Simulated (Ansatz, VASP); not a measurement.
**Two plane-wave programs on As**

```xyz
7
Lattice="5.3480 0.0000 0.0000 0.0000 5.3480 0.0000 0.0000 0.0000 5.3480" Properties=species:S:1:pos:R:3 pbc="T T T"
As    2.6740    2.6740    0.0000
As    0.0000    2.6740    2.6740
As    2.6740    0.0000    2.6740
As    2.6740    2.6740    2.6740
As    2.6740    0.0000    0.0000
As    0.0000    2.6740    0.0000
As    0.0000    0.0000    2.6740
```

Alike in both runs: functional PBE; k mesh 4 × 4 × 4; occupations gaussian, width 0.1 eV; no spin polarisation.

Ansatz relaxed the structure, and its values are those at the end. VASP's run is a single point on that final structure, the one shown.

```csv
,VASP,Ansatz
version,VASP 6.6.1,Ansatz 0.2.0
potentials or method,"VASP PAW PBE potentials, release 64 (As), cutoff 520 eV","scalar-relativistic, plane waves, PAW"
valence electrons in the cell,35,105
```

Ansatz gave:

```
gap on the k mesh at the Fermi level (eV) : none
pressure (GPa)                            : 0.1
```

**Question.** Which values does VASP return?

**Answer.** gap on the k mesh at the Fermi level (eV): none; pressure (GPa): 0.3.

A gap of «none» marks a metal or a gap that the smearing closes. The functional is the same, so the differences come from potentials, cutoffs and numerics. VASP's potentials hold 35 valence electrons a cell and Ansatz's 105, so a difference there can come from the potentials and not from the codes.
